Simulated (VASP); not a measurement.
# TaGa3O8 in VASP: further runs, part 2 of 2

VASP 6.6.1.

## (3) Single point, PBE

INCAR

```
SYSTEM = TaGa3O8
PREC = Accurate
ENCUT = 520
EDIFF = 1E-7
ISMEAR = 1
SIGMA = 0.15
LREAL = .FALSE.
LASPH = .TRUE.
NELM = 80
ALGO = Normal
ISIF = 2
LWAVE = .FALSE.
LCHARG = .TRUE.
GGA = PE
LELF = .TRUE.
LVHAR = .TRUE.
NBANDS = 61
```

KPOINTS

```
regular mesh
0
G
  3 3 3
  0 0 0
```

POSCAR

```
TaGa3O8
1.0
    5.4670310000     -0.6035090000      0.2864070000
   -0.2565880000      5.4827790000      0.6449850000
    0.0368590000      0.0718290000      4.7732080000
O Ta Ga
8 1 3
Direct
    0.8403651192      0.0017130751      0.4977724917
    0.4162982823      0.5453103648      0.8641710674
    0.6368503529      0.2002812489      0.3352001840
    0.2027501868     -0.1962402162      0.5991632720
    0.0705705126      0.6084381377      0.3008965122
    0.7320443948      0.2361160017      0.7738173324
    0.1755817681      0.1507564424      0.9405660739
    0.7183261676      0.8171672814      0.0085160165
    0.1110497916      0.5110921301      0.7694851774
    0.7338892193      0.5186436390      0.2413690379
    0.3164259609      0.8423375218      0.2079861852
    0.6345230661      0.7692516409      0.6671767462
```

Potentials or basis: VASP PAW PBE potentials, release 64 (O, Ta_pv, Ga_d).

Launch:

```
> cat potpaw_PBE.64/O/POTCAR potpaw_PBE.64/Ta_pv/POTCAR potpaw_PBE.64/Ga_d/POTCAR > POTCAR
> mpirun -np 1 vasp_std > vasp.out
```

OUTCAR:

```text
SYSTEM = TaGa3O8
   PREC = Accurate
   ENCUT = 520
   EDIFF = 1E-7
   ISMEAR = 1
   LREAL = .FALSE.
   LASPH = .TRUE.
   NELM = 80
   ISIF = 2
   GGA = PE

 ion  position               nearest neighbor table
   1  0.840  0.002  0.498-  12 1.67   3 1.82
   2  0.416  0.545  0.864-  12 1.73   9 1.76
   3  0.637  0.200  0.335-  10 1.75   1 1.82
   4  0.203  0.804  0.599-   9 1.70  11 1.91
   5  0.071  0.608  0.301-  11 1.72  10 1.89   9 2.26   9 2.67
   6  0.732  0.236  0.774-   9 2.39
   7  0.176  0.151  0.941-   9 2.14  11 2.25
   8  0.718  0.817  0.009-  12 1.76  10 1.88  11 2.39
   9  0.111  0.511  0.769-   4 1.70   2 1.76   7 2.14   5 2.26   6 2.39   5 2.67  10 2.98  12 3.00
                            11 3.09  11 3.11  12 3.20
  10  0.734  0.519  0.241-   3 1.75   8 1.88   5 1.89  12 2.68   9 2.98
  11  0.316  0.842  0.208-   5 1.72   4 1.91   7 2.25   8 2.39  12 2.91   9 3.09   9 3.11
  12  0.635  0.769  0.667-   1 1.67   2 1.73   8 1.76  10 2.68  11 2.91   9 3.00   9 3.20

  LATTYP: Found a triclinic cell.
 ALAT       =    11.7485229977
 B/A-ratio  =     0.9844688170
 C/A-ratio  =     1.4328433695
 COS(alpha) =     0.0007078361
 COS(beta)  =     0.6252499426
 COS(gamma) =     0.7783939024

  Lattice vectors:

 A1 = (  10.8972030000,  -1.2788470000,  -4.2003940000)
 A2 = (  10.6774740000,   4.2757610000,   1.2177990000)
 A3 = (   5.9064890000, -11.7127250000, -10.5499790000)

Analysis of symmetry for initial positions (statically):
=====================================================================
 Subroutine PRICEL returns:
 Original cell was already a primitive cell.

 Routine SETGRP: Setting up the symmetry group for a
 triclinic supercell.

 Subroutine GETGRP returns: Found  1 space group operations
 (whereof  1 operations were pure point group operations)
 out of a pool of  2 trial point group operations.

The static configuration has the point symmetry C_1 .

Analysis of symmetry for dynamics (positions and initial velocities):
[... 149 lines left out ...]
   LEPSILON=     F    determine dielectric tensor
   LRPA    =     F    only Hartree local field effects (RPA)
 non-spin polarized calculation
 Methfessel and Paxton  Order N= 1 SIGMA  =   0.15
  energy-cutoff  :      520.00
  volume of cell :      142.00
 maximum number of plane-waves:      3836
 NGX is ok and might be reduce to    42
   NGX = 21   NGY = 21   NGZ = 17

 number of electron      97.9999995 magnetization

 Free energy of the ion-electron system (eV)
  ---------------------------------------------------
  ext. energy  EPLUGINS =         0.00000000
  ---------------------------------------------------
  free energy    TOTEN  =       -63.36029136 eV

  energy without entropy =      -63.34104226  energy(sigma->0) =      -63.35387500

 E-fermi :   3.6213     XC(G=0): -10.8834

 val. band max:        3.6117224199   @ k =   0.3333   0.3333   0.0000
 cond. band min:       3.6460077947   @ k =   0.3333  -0.0000   0.3333
 fundamental gap:      0.0342853749
 Fermi energy:         3.6213145499

 k-point     1 :       0.0000    0.0000    0.0000
  band No.  band energies     occupation
      1     -32.3693      2.00000
      2     -32.2745      2.00000
      3     -32.0845      2.00000
      4     -17.4933      2.00000
      5     -16.7538      2.00000
      6     -15.9601      2.00000
[... 885 lines left out ...]
     60      10.7911      0.00000
     61      10.9541      0.00000

------------------------ aborting loop because EDIFF is reached ----------------------------------------

  FORCE on cell =-STRESS in cart. coord.  units (eV):
  Direction    XX          YY          ZZ          XY          YZ          ZX
  --------------------------------------------------------------------------------------
  -------------------------------------------------------------------------------------
  Total       25.1429183     17.9265982     21.6352571     12.8606829      0.7168333      2.8994646
  in kB      283.6766235    202.2580196    244.1012064    145.1014983      8.0877182     32.7133996
  external PRESSURE =     243.3452832 kB  Pullay stress =       0.0000000 kB

 VOLUME and BASIS-vectors are now :
 -----------------------------------------------------------------------------
  energy-cutoff  :      520.00
  volume of cell :      142.00
      direct lattice vectors                 reciprocal lattice vectors
     5.467031000 -0.603509000  0.286407000     0.183966559  0.008792113 -0.001552908
    -0.256588000  5.482779000  0.644985000     0.020430636  0.183689128 -0.002921989
     0.036859000  0.071829000  4.773208000    -0.013799265 -0.025348750  0.209990724

 POSITION                                       TOTAL-FORCE (eV/Angst)
 -----------------------------------------------------------------------------------
      4.61221     -0.46202      2.61776         2.347212      2.545183     -2.306836
      2.16785      2.80065      4.59582         2.252923     -2.938517      2.384128
      3.44265      0.73783      1.91156        -1.455692     -1.420271     -0.750111
      0.92429      4.32751      3.43641         2.993076      8.608177      0.390148
      0.24078      3.31496      1.84889        -2.813410     -5.427236     -3.271676
      3.97005      0.90836      4.05554         1.922652      3.272727      0.899071
      0.95590      0.78816      4.63704        -0.087419     -0.197982      0.577166
      3.71775      4.04744      0.77344         0.555886     -0.005318      3.997611
      0.50433      2.79046      4.03436        -7.484377    -10.869996      1.584957
      3.88801      2.41804      1.69681        -0.277336      0.736110     -0.429121
      1.52144      4.44232      1.62668         2.570001      6.036182     -2.219031
      3.29617      3.88262      3.86246        -0.523515     -0.339058     -0.856305
 -----------------------------------------------------------------------------------
    total drift:                               -0.000024      0.000785     -0.000918

  FREE ENERGIE OF THE ION-ELECTRON SYSTEM (eV)
  ---------------------------------------------------
  free  energy   TOTEN  =       -63.3602913627 eV

  energy  without entropy=      -63.3410422618  energy(sigma->0) =      -63.35387500
```

OSZICAR:

```text
N       E                     dE             d eps       ncg     rms          rms(c)
DAV:   1     0.140781040962E+04    0.14078E+04   -0.45895E+04  1982   0.252E+03
DAV:   2     0.208628744225E+03   -0.11992E+04   -0.11230E+04  1860   0.759E+02
[... 16 lines left out ...]
DAV:  19    -0.633602924496E+02   -0.21505E-06   -0.40566E-05  1951   0.382E-02    0.277E-02
DAV:  20    -0.633602908419E+02    0.16076E-05   -0.15486E-05  2464   0.387E-02    0.874E-03
DAV:  21    -0.633602912873E+02   -0.44531E-06   -0.38855E-06  2350   0.161E-02    0.363E-03
DAV:  22    -0.633602914611E+02   -0.17385E-06   -0.50526E-07  1947   0.641E-03    0.367E-03
DAV:  23    -0.633602913517E+02    0.10942E-06   -0.34668E-07  1070   0.646E-03    0.637E-04
DAV:  24    -0.633602913627E+02   -0.11047E-07   -0.92683E-08  1059   0.273E-03
   1 F= -.63360291E+02 E0= -.63353875E+02  d E =-.192491E-01
```

Run time: 4 min. Hardware: 1 thread of Intel Xeon Platinum 8259CL at 2.50GHz (Skylake/Cascade Lake), shared host; peak memory 0.29 GiB.

Results:

```
Free energy            : -63.3603 eV
Pressure               : 24.3 GPa
Largest force          : 13.292 eV/Å
Band gap on the k mesh : zero (bands 49 and 50 overlap by 0.11 eV)
```

Forces in eV/Å, atoms in the order of the input:
```
O     2.347   2.545  -2.307
O     2.253  -2.939   2.384
O    -1.456  -1.420  -0.750
O     2.993   8.608   0.390
O    -2.813  -5.427  -3.272
O     1.923   3.273   0.899
O    -0.087  -0.198   0.577
O     0.556  -0.005   3.998
Ta   -7.484 -10.870   1.585
Ga   -0.277   0.736  -0.429
Ga    2.570   6.036  -2.219
Ga   -0.524  -0.339  -0.856
```

Levels at points of the mesh, in eV from the Fermi level:
```tsv
k point	band 47	band 48	band 49	band 50	band 51	band 52
(0.00, 0.00, 0.00)	-0.74	-0.23	0.08	0.12	0.53	1.13
```

Caveat: the k points lie up to 0.44 Å⁻¹ apart; spin-orbit coupling is left out, which moves the levels of the heavy elements.

## (4) Single point, PBE

INCAR

```
SYSTEM = TaGa3O8
  ALGO = Normal
  EDIFF = 1E-6
  ENCUT = 520
  GGA = PE
  ISIF = 2
  ISMEAR = 1
  LASPH = .TRUE.
  LCHARG = .FALSE.
  LREAL = .FALSE.
  LWAVE = .FALSE.
  NBANDS = 61
  NELM = 100
  PREC = Accurate
  SIGMA = 0.15
```

KPOINTS

```
k-points
0
G
  3 3 3
  0 0 0
```

POSCAR

```
TaGa3O8
1.0
    5.4670310000     -0.6035090000      0.2864070000
   -0.2565880000      5.4827790000      0.6449850000
    0.0368590000      0.0718290000      4.7732080000
O Ta Ga
8 1 3
Direct
    0.8446208165      0.0861421536      0.4472409937
    0.4140607862      0.6242703743      0.9260732122
    0.6434286456      0.1519081672      0.3122564620
    0.3546180245     -0.0252642892      0.5404040643
    0.0303898237      0.6404578352      0.2459558529
    0.7956885393      0.4216094445      0.8227844806
    0.1932969442      0.1906070874      0.9673378344
    0.6477767946      0.7818542093      0.1545237405
    0.0982786111      0.4480918640      0.7830592731
    0.7330633558      0.4800362804      0.2453256433
    0.3252942152      0.9183623271      0.1731515857
    0.6295436266      0.7787569371      0.6406891875
```

Launch:

```
> cat potpaw_PBE.64/O/POTCAR potpaw_PBE.64/Ta_pv/POTCAR potpaw_PBE.64/Ga_d/POTCAR > POTCAR
> mpirun -np 1 vasp_std > vasp.out
```

Wall time 3.2 min (1 thread of Intel Xeon Platinum 8259CL at 2.50GHz (Skylake/Cascade Lake), shared host); peak memory 0.29 GiB.

The run converged. Its results:

| Property | Result |
| --- | --- |
| Free energy | -68.6431 eV |
| Pressure | 24.1 GPa |
| Largest force | 12.155 eV/Å |

Forces on the atoms (eV/Å):
```
O     2.137  -1.077   1.876
O    -4.651  -1.643  -3.274
O     1.838   3.943  -1.868
O    -3.449  -2.561   1.663
O     4.032  -0.936   0.913
O   -10.210   1.061   0.751
O     0.488  -3.788   1.269
O     1.186   1.421   3.930
Ta   11.605   2.094  -2.947
Ga   -2.257   0.404  -0.918
Ga   -0.767  -1.082  -0.428
Ga    0.048   2.163  -0.968
```

Stress tensor (GPa, compression positive):
```
44.90  4.79 -1.39
 4.79 16.23  1.75
-1.39  1.75 11.19
```

Levels at points of the mesh, in eV from the Fermi level:
```
           k point  band 46  band 47  band 48  band 49  band 50  band 51  band 52  band 53
(0.00, 0.00, 0.00)    -1.99    -1.38    -0.62    -0.19    -0.02     1.56     1.72     2.39
```

Caveat: the k points lie up to 0.44 Å⁻¹ apart; spin-orbit coupling is left out, which moves the levels of the heavy elements.

## (5) The runs side by side

```tsv
cell	gap on the mesh (eV)	pressure (GPa)	largest force (eV/Å)
as given, atomic positions A	none	-9.1	4.25
as given, atomic positions B	none	24.3	13.29
as given, atomic positions C	-	24.1	12.16
```

Alike in all rows: task single point; level PBE; potentials or basis VASP PAW PBE potentials, release 64 (O, Ta_pv, Ga_d); no spin polarisation; k mesh 3 × 3 × 3; cutoff (eV) 520; smearing methfessel-paxton 0.15 eV.

Caveats: all runs use coarse meshes; spin-orbit coupling is left out, which moves the levels of the heavy elements.

Total energies depend on the potentials used, so only differences within one code and one set of settings carry meaning.
